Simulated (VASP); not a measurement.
Write the native input for VASP 6.6.1 that does the following.

```
Task                   : single point
Functional             : PBE
Potentials or basis    : VASP PAW PBE potentials, release 64 (Ga_d, Sb)
Cutoff                 : 500 eV
k mesh                 : 12 × 12 × 12
Occupations            : gaussian, width 0.1 eV
Spin                   : no spin polarisation
Dipole correction      : no
Further INCAR settings : ALGO = Normal; EDIFF = 1e-06; NBANDS = 16
```

The structure of GaSb lies in POSCAR:

```
GaSb
1.0
    0.0000000000      3.1071656521      3.1071656521
    3.1071656521      0.0000000000      3.1071656521
    3.1071656521      3.1071656521      0.0000000000
Ga Sb
1 1
Direct
    0.0000000000      0.0000000000      0.0000000000
    0.2500000000      0.2500000000      0.2500000000
```

The input as run:

INCAR

```
SYSTEM = GaSb
PREC     = Accurate       ! precision mode
ENCUT    = 500            ! plane-wave cutoff, eV
EDIFF    = 1E-6           ! SCF threshold, eV
ISMEAR   = 0              ! smearing method
SIGMA    = 0.1            ! smearing width, eV
LREAL    = .FALSE.        ! projectors in reciprocal space
LASPH    = .TRUE.         ! aspherical terms in the spheres
NELM     = 120            ! most SCF steps
ALGO     = Normal         ! electronic algorithm
ISIF     = 2              ! what is computed and relaxed
LWAVE    = .FALSE.        ! write WAVECAR
LCHARG   = .FALSE.        ! write CHGCAR
GGA      = PE             ! functional
NBANDS   = 16             ! bands
GGA_COMPAT= .FALSE.
```

KPOINTS

```
regular mesh
0
G
  12 12 12
  0 0 0
```

Potentials or basis: VASP PAW PBE potentials, release 64 (Ga_d, Sb).

The run is started by

```bash
$ cat potpaw_PBE.64/Ga_d/POTCAR potpaw_PBE.64/Sb/POTCAR > POTCAR
$ mpirun -np 1 vasp_std > vasp.out
```

It gave:

| Item | Value |
| --- | --- |
| Pressure | 0.1 GPa |
| Band gap on the k mesh | zero (filled and empty bands touch) |

Caveat: semilocal functionals underestimate gaps, and a narrow one can read as zero; spin-orbit coupling is left out, which moves the levels of the heavy elements.

Run time: 74 s on 1 thread of Intel Xeon 8259CL (shared host), peak memory 0.22 GiB.
